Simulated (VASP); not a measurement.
# InP (I-4m2) in VASP: notebook

InP is run at these levels: PBE; tasks: single point.

All numbers are computed with VASP 6.6.1; they aren't measurements. Logs are shortened: lines on timing, memory, paths and dates and some standing lists are left out, and cuts for length are marked.

### Step 1. The cell of the first run

Symmetry: I-4m2, No. 119, tetragonal system. The conventional cell has a = 4.278 Å, b = 4.278 Å, c = 6.139 Å, α = 90.00°, β = 90.00°, γ = 90.00°. In (site symmetry -4m2) has 4 P at 2.63 Å within 3.5 Å. P (site symmetry -4m2) has 4 In at 2.63 Å within 3.5 Å.

### Step 2. Single point, PBE

Input file INCAR:

```
  PREC = Accurate
  ENCUT = 520
  EDIFF = 1E-6
  ISMEAR = 0
  SIGMA = 0.05
  LREAL = F
  LASPH = T
  NELM = 80
  ALGO = Normal
  ISIF = 2
  LWAVE = F
  LCHARG = T
  GGA = PE
  LELF = T
  LVHAR = T
  NBANDS = 16
```

Input file KPOINTS:

```
regular mesh
0
Gamma
  10 10 10
```

Input file POSCAR:

```
InP
1.0
    0.0000000000      3.0247347168      3.0694352298
    3.0247347168      0.0000000000      3.0694352298
    3.0247347168      3.0247347168      0.0000000000
In P
1 1
Direct
    0.0000000000      0.0000000000      0.0000000000
    0.7500000000      0.7500000000      0.7500000000
```

Potentials or basis: VASP PAW PBE potentials, release 64 (In_d, P).

On the command line:

```console
cat potpaw_PBE.64/In_d/POTCAR potpaw_PBE.64/P/POTCAR > POTCAR
mpirun -np 1 vasp_std > vasp.out
```

OUTCAR:

```text
PREC = Accurate
   ENCUT = 520
   EDIFF = 1E-6
   ISMEAR = 0
   LREAL = F
   LASPH = T
   NELM = 80
   ISIF = 2
   GGA = PE

 ion  position               nearest neighbor table
   1  0.000  0.000  0.000-   2 2.63   2 2.63   2 2.63   2 2.63
   2  0.750  0.750  0.750-   1 2.63   1 2.63   1 2.63   1 2.63

  LATTYP: Found a body centered tetragonal cell.
 ALAT       =     4.2776208591
 C/A-ratio  =     1.4351132702

  Lattice vectors:

 A1 = (  -3.0247347168,   0.0000000000,   3.0694352298)
 A2 = (   3.0247347168,   0.0000000000,   3.0694352298)
 A3 = (   0.0000000000,   3.0247347168,  -3.0694352298)

Analysis of symmetry for initial positions (statically):
=====================================================================
 Subroutine PRICEL returns:
 Original cell was already a primitive cell.

 Routine SETGRP: Setting up the symmetry group for a
 body centered tetragonal supercell.

 Subroutine GETGRP returns: Found  8 space group operations
 (whereof  8 operations were pure point group operations)
 out of a pool of 16 trial point group operations.

The static configuration has the point symmetry D_2d.

Analysis of symmetry for dynamics (positions and initial velocities):
=====================================================================
 Subroutine PRICEL returns:
 Original cell was already a primitive cell.

 Routine SETGRP: Setting up the symmetry group for a
 body centered tetragonal supercell.

 Subroutine GETGRP returns: Found  8 space group operations
 (whereof  8 operations were pure point group operations)
 out of a pool of 16 trial point group operations.

The dynamic configuration has the point symmetry D_2d.

 Subroutine INISYM returns: Found  8 space group operations
 (whereof  8 operations are pure point group operations),
 and found     1 'primitive' translations

----------------------------------------------------------------------------------------

                                     Primitive cell

  volume of cell :      56.1646

  direct lattice vectors                    reciprocal lattice vectors
     0.000000000  3.024734717  3.069435230    -0.165303753  0.165303753  0.162896417
     3.024734717  0.000000000  3.069435230     0.165303753 -0.165303753  0.162896417
     3.024734717  3.024734717  0.000000000     0.165303753  0.165303753 -0.162896417

  length of vectors
     4.309344815  4.309344815  4.277620859     0.284931402  0.284931402  0.284931402

  position of ions in fractional coordinates (direct lattice)
     0.000000000  0.000000000  0.000000000
     0.750000000  0.750000000  0.750000000

  ion indices of the primitive-cell ions
   primitive index   ion index
                 1           1
                 2           2

----------------------------------------------------------------------------------------

 KPOINTS: regular mesh

Automatic generation of k-mesh.
 Grid dimensions read from file:
 generate k-points for:   10   10   10

 Generating k-lattice:

  Cartesian coordinates                     Fractional coordinates (reciprocal lattice)
    -0.016530375  0.016530375  0.016289642     0.100000000  0.000000000  0.000000000
     0.016530375 -0.016530375  0.016289642     0.000000000  0.100000000  0.000000000
     0.016530375  0.016530375 -0.016289642    -0.000000000 -0.000000000  0.100000000

  Length of vectors
     0.028493140  0.028493140  0.028493140

  Shift w.r.t. Gamma in fractional coordinates (k-lattice)
     0.000000000  0.000000000  0.000000000

 Subroutine IBZKPT returns following result:
 ===========================================

 Found    102 irreducible k-points:

 Following reciprocal coordinates:
            Coordinates               Weight
  0.000000  0.000000  0.000000      1.000000
  0.100000 -0.000000  0.000000      8.000000
  0.200000 -0.000000  0.000000      8.000000
  0.300000  0.000000  0.000000      8.000000
  0.400000  0.000000  0.000000      8.000000
  0.500000 -0.000000  0.000000      4.000000
[... 16 lines left out ...]
  0.300000  0.300000  0.000000      2.000000
  0.400000  0.300000  0.000000      8.000000
 [... further k-points ...]
   k-points           NKPTS =    102   k-points in BZ     NKDIM =    102   number of bands    NBANDS=     16
   number of dos      NEDOS =    301   number of ions     NIONS =      2
   total plane-waves  NPLWV =  32768
   dimension x,y,z NGX =    32 NGY =   32 NGZ =   32
   dimension x,y,z NGXF=    64 NGYF=   64 NGZF=   64
   ions per type =               1   1
   NGX,Y,Z   is equivalent  to a cutoff of  12.34, 12.34, 12.44 a.u.
   NGXF,Y,Z  is equivalent  to a cutoff of  24.69, 24.69, 24.87 a.u.
 SYSTEM =  unknown system
   PREC   = accura    normal or accurate (medium, high low for compatibility)
   ISTART =      0    job   : 0-new  1-cont  2-samecut
   ICHARG =      2    charge: 1-file 2-atom 10-const
   ISPIN  =      1    spin polarized calculation?
   LNONCOLLINEAR =      F non collinear calculations
   LSORBIT =      F    spin-orbit coupling
   LASPH  =      T    aspherical Exc in radial PAW
   ENCUT  =  520.0 eV  38.22 Ry    6.18 a.u.   8.01  8.01  7.95*2*pi/ulx,y,z
   NELM   =     80;   NELMIN=  2; NELMDL= -5     # of ELM steps
   EDIFF  = 0.1E-05   stopping-criterion for ELM
   LREAL  =      F    real-space projection
   EDIFFG = 0.1E-04   stopping-criterion for IOM
   NSW    =      0    number of steps for IOM
   IBRION =     -1    ionic relax: 0-MD 1-quasi-New 2-CG
   NFREE  =      0    steps in history (QN), initial steepest desc. (CG)
   ISIF   =      2    stress and relaxation
   ISYM   =      2    0-nonsym 1-usesym 2-fastsym
   POTIM  = 0.5000    time-step for ionic-motion
   TEBEG  =    0.0;   TEEND  =   0.0 temperature during run
   PSTRESS=    0.0 pullay stress
   NELECT =      18.0000    total number of electrons
   NUPDOWN=      -1.0000    fix difference up-down
   EMIN   =  10.00;   EMAX   =-10.00  energy-range for DOS
   EFERMI =   0.00;   METHOD = LEGACY
   ISMEAR =     0;   SIGMA  =   0.05  broadening in eV -4-tet -1-fermi 0-gaus
   EFERMI_NEDOS =   21; number of points for ismear=-14 and -15
   IALGO  =     38    algorithm
   IMIX   =      4    mixing-type and parameters
     AMIX     =   0.40;   BMIX     =  1.00
     AMIX_MAG =   1.60;   BMIX_MAG =  1.00
  volume/ion in A,a.u.               =      28.08       189.51
  Fermi-wavevector in a.u.,A,eV,Ry     =   1.120327  2.117110 17.077103  1.255132
  Thomas-Fermi vector in A             =   2.256972
   LORBIT       =      0    0 simple, 1 ext, 2 COOP (PROOUT), +10 PAW based schemes
   GGA     = PE    functional components
   LHFCALC =     F    Hartree Fock is set to
   AEXX    =    0.0000 exact exchange contribution
   IVDW    =     0    specifies the selected vdW correction
   LEPSILON=     F    determine dielectric tensor
   LRPA    =     F    only Hartree local field effects (RPA)
 non-spin polarized calculation
 Gauss-broadening in eV      SIGMA  =   0.05
  energy-cutoff  :      520.00
  volume of cell :       56.16
 maximum number of plane-waves:      1536
   NGX = 17   NGY = 17   NGZ = 15

 number of electron      17.9999993 magnetization

 Free energy of the ion-electron system (eV)
  ---------------------------------------------------
  ext. energy  EPLUGINS =         0.00000000
  ---------------------------------------------------
  free energy    TOTEN  =        -8.37383651 eV

  energy without entropy =       -8.37380284  energy(sigma->0) =       -8.37381967

 E-fermi :   4.1364     XC(G=0):  -8.8064

 val. band max:        4.0833430133   @ k =   0.0000   0.0000   0.0000
 cond. band min:       4.1756176203   @ k =   0.0000   0.0000   0.0000
 fundamental gap:      0.0922746070
 Fermi energy:         4.1364204739

 k-point     1 :       0.0000    0.0000    0.0000
  band No.  band energies     occupation
      1      -9.9538      2.00000
      2      -9.9477      2.00000
      3      -9.9477      2.00000
      4      -9.8470      2.00000
      5      -9.8438      2.00000
      6      -6.7614      2.00000
[... 8 lines left out ...]
     15      13.2222      0.00000
     16      13.4365      0.00000

 k-point     2 :       0.1000   -0.0000    0.0000
  band No.  band energies     occupation
      1      -9.9580      2.00000
      2      -9.9477      2.00000
      3      -9.9444      2.00000
      4      -9.8470      2.00000
      5      -9.8437      2.00000
      6      -6.6654      2.00000
[... 8 lines left out ...]
     15      12.8205      0.00000
     16      12.9805      0.00000

 k-point     3 :       0.2000   -0.0000    0.0000
  band No.  band energies     occupation
      1      -9.9767      2.00000
      2      -9.9401      2.00000
      3      -9.9365      2.00000
      4      -9.8465      2.00000
      5      -9.8426      2.00000
      6      -6.3907      2.00000
[... 8 lines left out ...]
     15      12.5630      0.00000
     16      13.1505      0.00000

 k-point     4 :       0.3000    0.0000    0.0000
  band No.  band energies     occupation
      1      -9.9999      2.00000
      2      -9.9317      2.00000
      3      -9.9282      2.00000
      4      -9.8442      2.00000
      5      -9.8394      2.00000
      6      -5.9852      2.00000
[... 8 lines left out ...]
     15      12.7651      0.00000
     16      12.8414      0.00000
[... 324 lines left out ...]
 k-point    22 :      -0.2000    0.2000    0.0000
  band No.  band energies     occupation
      1     -10.0072      2.00000
      2      -9.9253      2.00000
      3      -9.9229      2.00000
      4      -9.8506      2.00000
      5      -9.8370      2.00000
      6      -5.8410      2.00000
[... 8 lines left out ...]
     15      13.9432      0.00000
     16      14.7765      0.00000

 k-point    23 :       0.3000    0.3000    0.0000
  band No.  band energies     occupation
      1     -10.0372      2.00000
      2      -9.9029      2.00000
      3      -9.9029      2.00000
      4      -9.8622      2.00000
      5      -9.8323      2.00000
      6      -5.7352      2.00000
[... 8 lines left out ...]
     15      14.1802      0.00000
     16      16.1950      0.00000

 k-point    24 :       0.4000    0.3000    0.0000
  band No.  band energies     occupation
      1     -10.0501      2.00000
      2      -9.8970      2.00000
      3      -9.8947      2.00000
      4      -9.8641      2.00000
      5      -9.8301      2.00000
      6      -5.4013      2.00000
[... 8 lines left out ...]
     15      14.5272      0.00000
     16      16.0817      0.00000

 [... further k-points ...]
[... 5 lines left out ...]
  --------------------------------------------------------------------------------------
  -------------------------------------------------------------------------------------
  Total       -1.0197196     -1.0197196     -1.2388188      0.0000000      0.0000000     -0.0000000
  in kB      -29.0889676    -29.0889676    -35.3390879      0.0000000      0.0000000     -0.0000000
  external PRESSURE =     -31.1723410 kB  Pullay stress =       0.0000000 kB

 VOLUME and BASIS-vectors are now :
 -----------------------------------------------------------------------------
  energy-cutoff  :      520.00
  volume of cell :       56.16
      direct lattice vectors                 reciprocal lattice vectors
     0.000000000  3.024734717  3.069435230    -0.165303753  0.165303753  0.162896417
     3.024734717  0.000000000  3.069435230     0.165303753 -0.165303753  0.162896417
     3.024734717  3.024734717  0.000000000     0.165303753  0.165303753 -0.162896417

 POSITION                                       TOTAL-FORCE (eV/Angst)
 -----------------------------------------------------------------------------------
      0.00000      0.00000      0.00000        -0.000000     -0.000000     -0.000000
      4.53710      4.53710      4.60415         0.000000      0.000000      0.000000
 -----------------------------------------------------------------------------------
    total drift:                                0.000000      0.000000     -0.000000

  FREE ENERGIE OF THE ION-ELECTRON SYSTEM (eV)
  ---------------------------------------------------
  free  energy   TOTEN  =        -8.3738365065 eV

  energy  without entropy=       -8.3738028355  energy(sigma->0) =       -8.37381967
```

Run time: 71 s. Hardware: 1 thread of Intel Xeon Platinum 8259CL at 2.50GHz (Skylake/Cascade Lake), shared host; peak memory 0.23 GiB.

Results:

* Free energy: -8.3738 eV
* Pressure: -3.1 GPa
* Band gap on the k mesh: 0.09 eV, direct

Levels at points of the mesh, in eV from the valence-band top:
```csv
k point,band 7,band 8,band 9,band 10,band 11,band 12
"(0.00, 0.00, 0.00)",-0.06,0.00,0.00,0.09,4.05,4.05
"(0.50, 0.00, 0.00)",-5.22,-0.89,-0.80,1.21,4.72,4.80
"(0.50, 0.50, 0.00)",-5.38,-1.95,-1.95,1.96,2.30,8.46
"(0.50, 0.00, 0.50)",-5.30,-2.02,-2.02,1.89,2.18,8.58
```

Caveat: spin-orbit coupling is left out, which moves the levels of the heavy elements.

### Step 3. Single point, PBE (strain +0.030 along x and y, +0.015 along z)

Input file INCAR:

```
SYSTEM = InP
PREC = Accurate ; ENCUT = 520
EDIFF = 1E-6 ; ISMEAR = 0
SIGMA = 0.05 ; LREAL = .False.
LASPH = .True. ; NELM = 60
ALGO = Normal ; ISIF = 2
LWAVE = .False. ; LCHARG = .False.
GGA = PE ; NBANDS = 16
```

Input file KPOINTS:

```
Automatic mesh
0
Gamma
  10 10 10
  0 0 0
```

Input file POSCAR:

```
InP
1.0
    0.0000000000      3.0694352298      3.0247347168
    3.0694352298      0.0000000000      3.0247347168
    3.0694352298      3.0694352298      0.0000000000
In P
1 1
Direct
    0.0000000000      0.0000000000      0.0000000000
    0.7500000000      0.7500000000      0.7500000000
```

Potentials or basis: VASP PAW PBE potentials, release 64 (In_d, P).

On the command line:

```console
cat potpaw_PBE.64/In_d/POTCAR potpaw_PBE.64/P/POTCAR > POTCAR
mpirun -np 1 vasp_std > vasp.out
```

Wall time 59 s (1 thread of Intel Xeon Platinum 8259CL at 2.50GHz (Skylake/Cascade Lake), shared host); peak memory 0.24 GiB.

The run converged. Its results:

```yaml
Free_energy: -8.3563 eV
Pressure: -3.7 GPa
```

Stress tensor (GPa, compression positive):
```
-3.92  0.00  0.00
 0.00 -3.92  0.00
 0.00  0.00 -3.34
```

Levels at points of the mesh, in eV from the Fermi level:
| k point | band 7 | band 8 | band 9 | band 10 | band 11 | band 12 |
| --- | --- | --- | --- | --- | --- | --- |
| (0.00, 0.00, 0.00) | -0.06 | -0.06 | -0.01 | 0.00 | 4.01 | 4.04 |
| (0.50, 0.00, 0.00) | -5.17 | -0.89 | -0.80 | 1.16 | 4.69 | 4.77 |
| (0.50, 0.50, 0.00) | -5.24 | -2.02 | -2.02 | 1.87 | 2.11 | 8.52 |
| (0.50, 0.00, 0.50) | -5.32 | -1.95 | -1.95 | 1.94 | 2.23 | 8.40 |

Caveat: the cell differs from its parent crystal (strain +0.030 along x and y, +0.015 along z); spin-orbit coupling is left out, which moves the levels of the heavy elements.
